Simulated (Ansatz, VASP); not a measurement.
## Zn6O5: VASP beside Ansatz

INCAR

```
SYSTEM = Zn6O5
PREC = Accurate
ENCUT = 520
EDIFF = 1E-6
ISMEAR = 0
SIGMA = 0.01
LREAL = .False.
LASPH = .True.
NELM = 60
ALGO = Normal
ISIF = 2
LWAVE = .False.
LCHARG = .False.
GGA = PE
IBRION = 2
NSW = 65
EDIFFG = -0.025
```

KPOINTS

```
regular mesh
0
Gamma
  3 3 3
  0 0 0
```

POSCAR

```
Zn6O5
1.0
    0.0000000000      0.0000000000      5.2932332175
    4.9190861938      2.8400357381      0.0000000000
   -4.9190861938      2.8400357382      0.0000000000
Zn O
6 5
Direct
    0.5006044103      0.3333333333      1.0000000000
    0.5006044103      0.6666666667      0.6666666667
    0.5006044103      0.0000000000      0.3333333333
    0.0006044103      0.3333333333      0.3333333333
    0.0006044103      0.6666666667      1.0000000000
    0.0006044103      0.0000000000      0.6666666667
    0.8797055897      0.6666666667      0.6666666667
    0.8797055897      0.0000000000      0.3333333333
    0.3797055897      0.3333333333      0.3333333333
    0.3797055897      0.6666666667      1.0000000000
    0.3797055897      0.0000000000      0.6666666667
```

Input for Ansatz:

```yaml
crystal:
  lattice:
    - [0.0, 0.0, 5.2932332175]
    - [4.9190861938, 2.8400357381, 0.0]
    - [-4.9190861938, 2.8400357382, 0.0]
  atoms:
    - { symbol: Zn, position: [0.5006044103, 0.3333333333, 1.0] }
    - { symbol: Zn, position: [0.5006044103, 0.6666666667, 0.6666666667] }
    - { symbol: Zn, position: [0.5006044103, 0.0, 0.3333333333] }
    - { symbol: Zn, position: [0.0006044103, 0.3333333333, 0.3333333333] }
    - { symbol: Zn, position: [0.0006044103, 0.6666666667, 1.0] }
    - { symbol: Zn, position: [0.0006044103, 0.0, 0.6666666667] }
    - { symbol: O, position: [0.8797055897, 0.6666666667, 0.6666666667] }
    - { symbol: O, position: [0.8797055897, 0.0, 0.3333333333] }
    - { symbol: O, position: [0.3797055897, 0.3333333333, 0.3333333333] }
    - { symbol: O, position: [0.3797055897, 0.6666666667, 1.0] }
    - { symbol: O, position: [0.3797055897, 0.0, 0.6666666667] }
  host:
    lattice:
      - [3.2793907959, 0.0, 0.0]
      - [-1.6396953979, 2.8400357382, 0.0]
      - [0.0, 0.0, 5.2932332175]
    atoms:
      - { symbol: Zn, position: [0.6666666667, 0.3333333333, 0.5006044103] }
      - { symbol: Zn, position: [0.3333333333, 0.6666666667, 0.0006044103] }
      - { symbol: O, position: [0.6666666667, 0.3333333333, 0.8797055897] }
      - { symbol: O, position: [0.3333333333, 0.6666666667, 0.3797055897] }
basis:
  ecutwfc: 420
  xc_grid: 2
kpoints:
  mp_grid: { grid: [3, 3, 3], shift: [0.0, 0.0, 0.0] }
hamiltonian:
  xc: pbe
scf:
  occupations: { method: gaussian, width: 0.01 }
output:
  forces: true
  stress: false
  eigenvalues: true
  charged_corrections:
    defect_position: [0.87970559, 0.33333333, 1.0]
    epsilon: [[10.5527, 0.0, 0.0], [0.0, 10.5527, 0.0], [0.0, 0.0, 11.5861]]
  write_density: true
  write_potential: true
  elf: true
  volumetric_format: npy
relax:
  adjacent_minimum: "off"
  f_tol: 0.025
  max_steps: 45
```

Change from the starting cell: O vacancy (site b), charge +0, atoms relaxed at the host's cell.

Alike in both runs: task relaxation of the atoms; functional PBE; k mesh 3 × 3 × 3; occupations gaussian, width 0.01 eV; no spin polarisation.

|  | VASP | Ansatz |
| --- | --- | --- |
| version | VASP 6.6.1 | Ansatz 0.2.0 |
| potentials or method | VASP PAW PBE potentials, release 64 (Zn, O), cutoff 520 eV | scalar-relativistic, plane waves, PAW |
| valence electrons in the cell | 102 | 102 |

```tsv
	VASP	Ansatz	Ansatz less VASP
gap on the k mesh at the Fermi level, each at its own relaxed structure (eV)	2.16	2.15	-0.011
```

The k mesh is coarse, so the values compare programs but aren't converged.
